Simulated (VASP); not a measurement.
Set up this calculation in VASP 6.6.1, as the native input.

| Property | Result |
| --- | --- |
| Task | single point |
| Functional | PBEsol |
| Dispersion | D3(BJ) |
| Potentials or basis | VASP PAW PBE potentials, release 64 (Al) |
| Cutoff | 520 eV |
| k mesh | 24 × 24 × 6 |
| Occupations | gaussian, width 0.1 eV |
| Spin | no spin polarisation |
| Dipole correction | no |
| Further INCAR settings | ALGO = Fast; EDIFF = 1e-07; NBANDS = 14 |

The structure of Al lies in POSCAR:

```
Al
1.0
    2.7450959066      0.0000000000      0.0000000000
   -1.3725479533      2.3773227910      0.0000000000
    0.0000000000      0.0000000000      9.3031421551
Al
4
Direct
    0.0000000000      0.0000000000      0.0000000000
    0.3333333333      0.6666666667      0.2500000000
    0.0000000000      0.0000000000      0.5000000000
    0.6666666667      0.3333333333      0.7500000000
```

This isn't the form of Al at room conditions, which is fcc.

This cell differs from its parent crystal: biaxial strain in the a-b plane: -2.0 %.

One way to write it, as run:

INCAR

```
  ALGO = Fast
  EDIFF = 1E-7
  ENCUT = 520
  GGA = PS
  ISIF = 2
  ISMEAR = 0
  IVDW = 12
  LASPH = True
  LCHARG = True
  LELF = True
  LREAL = False
  LVHAR = True
  LWAVE = False
  NBANDS = 14
  NELM = 80
  PREC = Accurate
  SIGMA = 0.1
```

KPOINTS

```
k-points
0
Gamma
  24 24 6
```

Potentials or basis: VASP PAW PBE potentials, release 64 (Al).

Command:

```bash
$ cat potpaw_PBE.64/Al/POTCAR > POTCAR
$ mpirun -np 1 vasp_std > vasp.out
```

Results of the run:

```yaml
Pressure: 3.0 GPa
Band_gap_on_the_k_mesh: zero (bands 6 and 7 overlap by 5.14 eV)
Dispersion_energy_per_atom: -0.346 eV
```

Caveat: the cell differs from its parent crystal (biaxial strain in the a-b plane: -2.0 %); the PAW data sets were made with another functional, which shifts forces and pressure a little.

Wall time 85 s on 1 thread of Intel(R) Xeon(R) 6975P-C (Granite Rapids), with other jobs on the host, peak memory 0.28 GiB.
